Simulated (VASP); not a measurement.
# Ba (Im-3m) in VASP: single point with PBE+D3(BJ)

Aim: the single point of Ba with PBE+D3(BJ).

Everything below comes from runs of VASP 6.6.1. Logs are shortened: lines on timing, memory, paths and dates and some standing lists are left out, and cuts for length are marked.

### 1 The cell of the first run

The structure is cubic, space group Im-3m (No. 229). The conventional cell has a = 5.000 Å, b = 5.000 Å, c = 5.000 Å, α = 90.00°, β = 90.00°, γ = 90.00°. Ba (site symmetry m-3m) has 14 Ba at 4.33 to 5.00 Å within 5.7 Å.

### 2 Single point, PBE+D3(BJ)

Contents of INCAR:

```
  ALGO = Normal
  EDIFF = 1E-6
  ENCUT = 500
  GGA = PE
  GGA_COMPAT = F
  ISIF = 2
  ISMEAR = 0
  IVDW = 12
  LASPH = T
  LCHARG = T
  LELF = T
  LREAL = F
  LVHAR = T
  LWAVE = F
  NBANDS = 11
  NELM = 120
  PREC = Accurate
  SIGMA = 0.1
```

Contents of KPOINTS:

```
k-points
0
Gamma
  6 6 6
```

Contents of POSCAR:

```
Ba
1.0
   -2.5000000000      2.5000000000      2.5000000000
    2.5000000000     -2.5000000000      2.5000000000
    2.5000000000      2.5000000000     -2.5000000000
Ba
1
Direct
    0.0000000000      0.0000000000      0.0000000000
```

Potentials or basis: VASP PAW PBE potentials, release 64 (Ba_sv).

Run with:

```
> cat potpaw_PBE.64/Ba_sv/POTCAR > POTCAR
> mpirun -np 1 vasp_std > vasp.out
```

OUTCAR:

```text
EDIFF = 1E-6
   ENCUT = 500
   GGA = PE
   ISIF = 2
   ISMEAR = 0
   IVDW = 12
   LASPH = T
   LREAL = F
   NELM = 120
   PREC = Accurate
 IVDW          = 12

 ion  position               nearest neighbor table
   1  0.000  0.000  0.000-

  LATTYP: Found a body centered cubic cell.
 ALAT       =     5.0000000000

  Lattice vectors:

 A1 = (  -2.5000000000,   2.5000000000,   2.5000000000)
 A2 = (   2.5000000000,  -2.5000000000,   2.5000000000)
 A3 = (   2.5000000000,   2.5000000000,  -2.5000000000)

Analysis of symmetry for initial positions (statically):
=====================================================================
 Subroutine PRICEL returns:
 Original cell was already a primitive cell.

 Routine SETGRP: Setting up the symmetry group for a
 body centered cubic supercell.

 Subroutine GETGRP returns: Found 48 space group operations
 (whereof 48 operations were pure point group operations)
 out of a pool of 48 trial point group operations.

The static configuration has the point symmetry O_h .

Analysis of symmetry for dynamics (positions and initial velocities):
=====================================================================
 Subroutine PRICEL returns:
 Original cell was already a primitive cell.

 Routine SETGRP: Setting up the symmetry group for a
 body centered cubic supercell.

 Subroutine GETGRP returns: Found 48 space group operations
 (whereof 48 operations were pure point group operations)
 out of a pool of 48 trial point group operations.

The dynamic configuration has the point symmetry O_h .

 Subroutine INISYM returns: Found 48 space group operations
 (whereof 48 operations are pure point group operations),
 and found     1 'primitive' translations

----------------------------------------------------------------------------------------

                                     Primitive cell

  volume of cell :      62.5000

  direct lattice vectors                    reciprocal lattice vectors
    -2.500000000  2.500000000  2.500000000     0.000000000  0.200000000  0.200000000
     2.500000000 -2.500000000  2.500000000     0.200000000  0.000000000  0.200000000
     2.500000000  2.500000000 -2.500000000     0.200000000  0.200000000  0.000000000

  length of vectors
     4.330127019  4.330127019  4.330127019     0.282842712  0.282842712  0.282842712

  position of ions in fractional coordinates (direct lattice)
     0.000000000  0.000000000  0.000000000

  ion indices of the primitive-cell ions
   primitive index   ion index
                 1           1

[... 69 lines left out ...]
   ISYM   =      2    0-nonsym 1-usesym 2-fastsym
   POTIM  = 0.5000    time-step for ionic-motion
   TEBEG  =    0.0;   TEEND  =   0.0 temperature during run
   PSTRESS=    0.0 pullay stress
   NELECT =      10.0000    total number of electrons
   NUPDOWN=      -1.0000    fix difference up-down
   EMIN   =  10.00;   EMAX   =-10.00  energy-range for DOS
   EFERMI =   0.00;   METHOD = LEGACY
   ISMEAR =     0;   SIGMA  =   0.10  broadening in eV -4-tet -1-fermi 0-gaus
   EFERMI_NEDOS =   21; number of points for ismear=-14 and -15
   IALGO  =     38    algorithm
   IMIX   =      4    mixing-type and parameters
     AMIX     =   0.40;   BMIX     =  1.00
     AMIX_MAG =   1.60;   BMIX_MAG =  1.00
  volume/ion in A,a.u.               =      62.50       421.77
  Fermi-wavevector in a.u.,A,eV,Ry     =   0.888754  1.679501 10.747016  0.789883
  Thomas-Fermi vector in A             =   2.010225
   LORBIT       =      0    0 simple, 1 ext, 2 COOP (PROOUT), +10 PAW based schemes
   GGA     = PE    functional components
   LHFCALC =     F    Hartree Fock is set to
   AEXX    =    0.0000 exact exchange contribution
   IVDW    =    12    specifies the selected vdW correction
   LEPSILON=     F    determine dielectric tensor
   LRPA    =     F    only Hartree local field effects (RPA)
 non-spin polarized calculation
 Gauss-broadening in eV      SIGMA  =   0.10
  energy-cutoff  :      500.00
  volume of cell :       62.50
 maximum number of plane-waves:      1638
   NGX = 15   NGY = 15   NGZ = 15

 number of electron      10.0000000 magnetization

 number of electron       9.9999999 magnetization

 Free energy of the ion-electron system (eV)
  ---------------------------------------------------
  ext. energy  EPLUGINS =         0.00000000
  ---------------------------------------------------
  free energy    TOTEN  =        -1.90272317 eV

  energy without entropy =       -1.89396920  energy(sigma->0) =       -1.89834618

 E-fermi :   1.7034     XC(G=0):  -7.4352

 val. band max:        1.6019522846   @ k =  -0.3333   0.5000   0.1667
 cond. band min:       1.7037576315   @ k =  -0.3333   0.3333   0.3333
 fundamental gap:      0.1018053470
 Fermi energy:         1.7033865551

 k-point     1 :       0.0000    0.0000    0.0000
  band No.  band energies     occupation
      1     -27.2032      2.00000
      2     -12.1479      2.00000
      3     -12.1479      2.00000
      4     -12.1479      2.00000
      5      -1.0822      2.00000
      6       3.5122      0.00000
      7       3.5122      0.00000
      8       3.5122      0.00000
      9       4.9205      0.00000
     10       4.9205      0.00000
     11       8.6306      0.00000
[... 197 lines left out ...]
 k-point    16 :       0.5000    0.5000    0.5000
  band No.  band energies     occupation
      1     -27.1251      2.00000
      2     -12.4745      2.00000
      3     -12.4745      2.00000
      4     -12.4745      2.00000
      5       1.1148      2.00000
      6       1.1148      2.00000
      7       6.0719      0.00000
      8       6.0719      0.00000
      9       6.0719      0.00000
     10       6.4362      0.00000
     11       6.4362      0.00000

------------------------ aborting loop because EDIFF is reached ----------------------------------------

 Edisp (eV)   -0.20051

 E8    (eV) :    -0.1154

  FORCE on cell =-STRESS in cart. coord.  units (eV):
  Direction    XX          YY          ZZ          XY          YZ          ZX
  --------------------------------------------------------------------------------------
  -------------------------------------------------------------------------------------
  Total      -0.09075    -0.09075    -0.09075     0.00000    -0.00000    -0.00000
  in kB      -2.32643    -2.32643    -2.32643     0.00000    -0.00000    -0.00000
  external pressure =       -2.33 kB  Pullay stress =        0.00 kB

 VOLUME and BASIS-vectors are now :
 -----------------------------------------------------------------------------
  energy-cutoff  :      500.00
  volume of cell :       62.50
      direct lattice vectors                 reciprocal lattice vectors
    -2.500000000  2.500000000  2.500000000     0.000000000  0.200000000  0.200000000
     2.500000000 -2.500000000  2.500000000     0.200000000  0.000000000  0.200000000
     2.500000000  2.500000000 -2.500000000     0.200000000  0.200000000  0.000000000

 POSITION                                       TOTAL-FORCE (eV/Angst)
 -----------------------------------------------------------------------------------
      0.00000      0.00000      0.00000        -0.000000     -0.000000     -0.000000
 -----------------------------------------------------------------------------------
    total drift:                                0.000000      0.000000     -0.000000

  FREE ENERGIE OF THE ION-ELECTRON SYSTEM (eV)
  ---------------------------------------------------
  free  energy   TOTEN  =        -2.1032289172 eV

  energy  without entropy=       -2.0944749491  energy(sigma->0) =       -2.09885193
```

OSZICAR:

```text
N       E                     dE             d eps       ncg     rms          rms(c)
DAV:   1     0.525847212926E+02    0.52585E+02   -0.40431E+03   352   0.715E+02
DAV:   2     0.494180296995E+00   -0.52091E+02   -0.51002E+02   420   0.133E+02
DAV:   3    -0.183168132843E+01   -0.23259E+01   -0.23073E+01   439   0.293E+01
DAV:   4    -0.190091493451E+01   -0.69234E-01   -0.69175E-01   477   0.442E+00
DAV:   5    -0.190189329446E+01   -0.97836E-03   -0.97828E-03   466   0.461E-01    0.163E+00
DAV:   6    -0.190179048599E+01    0.10281E-03   -0.31968E-03   422   0.533E-01    0.968E-01
DAV:   7    -0.190250049369E+01   -0.71001E-03   -0.66887E-03   388   0.848E-01    0.455E-02
DAV:   8    -0.190271427845E+01   -0.21378E-03   -0.37820E-04   531   0.111E-01    0.307E-02
DAV:   9    -0.190272141173E+01   -0.71333E-05   -0.76430E-06   423   0.252E-02    0.667E-03
DAV:  10    -0.190272301047E+01   -0.15987E-05   -0.44841E-06   419   0.133E-02    0.170E-03
DAV:  11    -0.190272316848E+01   -0.15800E-06   -0.56004E-07   262   0.678E-03
   1 F= -.21032289E+01 E0= -.20988519E+01  d E =-.875397E-02
```

stdout:

```text
POSCAR found type information on POSCAR Ba
 POSCAR found :  1 types and       1 ions
 scaLAPACK will be used
 LDA part: xc-table for (Slater+PW92), standard interpolation
 POSCAR, INCAR and KPOINTS ok, starting setup
 FFT: planning ... GRIDC
 FFT: planning ... GRID_SOFT
 FFT: planning ... GRID
 WAVECAR not read
 entering main loop
```

Wall time 12 s (1 thread of Intel Xeon 8259CL, shared host); peak memory 0.15 GiB.

Results:

```
Free energy                : -2.1032 eV
Pressure                   : -0.2 GPa
Band gap on the k mesh     : zero (bands 5 and 6 overlap by 0.66 eV)
Dispersion energy per atom : -0.201 eV
```

Caveat: spin-orbit coupling is left out, which moves the levels of the heavy elements.

The gap in the log of VASP goes by the Fermi energy; the results here count the filled bands.